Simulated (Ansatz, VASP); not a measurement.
# Two plane-wave programs on Ta

Contents of INCAR:

```
SYSTEM = Ta
PREC = Accurate ; ENCUT = 520
EDIFF = 1E-7 ; ISMEAR = 0
SIGMA = 0.15 ; LREAL = .False.
LASPH = .True. ; NELM = 60
ALGO = Normal ; ISIF = 2
LWAVE = .False. ; LCHARG = .False.
GGA = PE ; NBANDS = 12
```

Contents of KPOINTS:

```
Automatic mesh
0
Gamma
  20 20 20
  0 0 0
```

File POSCAR:

```
Ta
1.0
   -1.5946485586      1.5946485586      1.7971689256
    1.5946485586     -1.5946485586      1.7971689256
    1.5946485586      1.5946485586     -1.7971689256
Ta
1
Direct
    0.0000000000      0.0000000000      0.0000000000
```

Input for Ansatz:

```yaml
crystal:
  lattice:
    - [-1.5946485586, 1.5946485586, 1.7971689256]
    - [1.5946485586, -1.5946485586, 1.7971689256]
    - [1.5946485586, 1.5946485586, -1.7971689256]
  atoms:
    - { symbol: Ta, position: [0.0, 0.0, 0.0] }
basis:
  ecutwfc: 420
kpoints:
  mp_grid: { grid: [20, 20, 20] }
hamiltonian:
  xc: pbe
  pseudopotentials: { kind: paw, azcp: { folder: soft_1 } }
scf:
  occupations: { method: gaussian, width: 0.15 }
output:
  forces: true
  stress: true
  eigenvalues: true
  write_density: true
  write_potential: true
  elf: true
  volumetric_format: npy
```

Alike in both runs: task single point; functional PBE; k mesh 20 × 20 × 20; occupations gaussian, width 0.15 eV; no spin polarisation.

|  | VASP | Ansatz |
| --- | --- | --- |
| version | VASP 6.6.1 | Ansatz 0.2.0 |
| potentials or method | VASP PAW PBE potentials, release 64 (Ta_pv), cutoff 520 eV | scalar-relativistic, plane waves, PAW |
| valence electrons in the cell | 11 | 13 |

Ansatz gave:

- gap on the k mesh at the Fermi level (eV): none
- pressure (GPa): 1.2
- traceless stress, the component that is largest in VASP (GPa): -7.34

Q: Which values does VASP return?

A: gap on the k mesh at the Fermi level (eV): none; pressure (GPa): 1.3; traceless stress, the component that is largest in VASP (GPa): -7.34.

A gap of «none» marks a metal or a gap that the smearing closes. With one functional, cell and mesh, what is left measures potentials, basis and numerics. VASP's potentials hold 11 valence electrons a cell and Ansatz's 13, so a difference there can come from the potentials and not from the codes.

Neither program's run includes spin-orbit coupling.
